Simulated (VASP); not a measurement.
A run of VASP 6.6.1 is set up as follows.

The input INCAR:

```
SYSTEM = Au
ALGO = Normal
EDIFF = 1E-6
ENCUT = 520
GGA = PE
ISIF = 2
ISMEAR = 0
LASPH = .TRUE.
LCHARG = .FALSE.
LREAL = .FALSE.
LWAVE = .FALSE.
NBANDS = 30
NELM = 60
PREC = Accurate
SIGMA = 0.05
```

The input KPOINTS:

```
k-points
0
G
  1 1 13
  0 0 0
```

POSCAR

```
Au
1.0
   11.1000000000      0.0000000000      0.0000000000
    0.0000000000     13.5000000000      0.0000000000
    0.0000000000      0.0000000000      2.7134431198
Au
4
Direct
    0.6325650052      0.5000000000      0.0000000000
    0.4099024603      0.5000000000      0.5000000000
    0.3851150668      0.3225926452      0.0000000000
    0.3851150668      0.6774073548      0.0000000000
```

Potentials or basis: VASP PAW PBE potentials, release 64 (Au).

Command:

```sh
$ cat potpaw_PBE.64/Au/POTCAR > POTCAR
$ mpirun -np 1 vasp_std > vasp.out
```

Problem. Predict the band gap on the k mesh.

Solution. Zero (bands 22 and 23 overlap by 3.41 eV).

Problem. Estimate the largest force.

Solution. 0.007 eV/Å.

Forces on the atoms (eV/Å):
```
Au  -0.004  0.000  0.000
Au   0.007  0.000  0.000
Au  -0.002  0.004  0.000
Au  -0.002 -0.004  0.000
```

Caveat: spin-orbit coupling is left out, which moves the levels of the heavy elements.
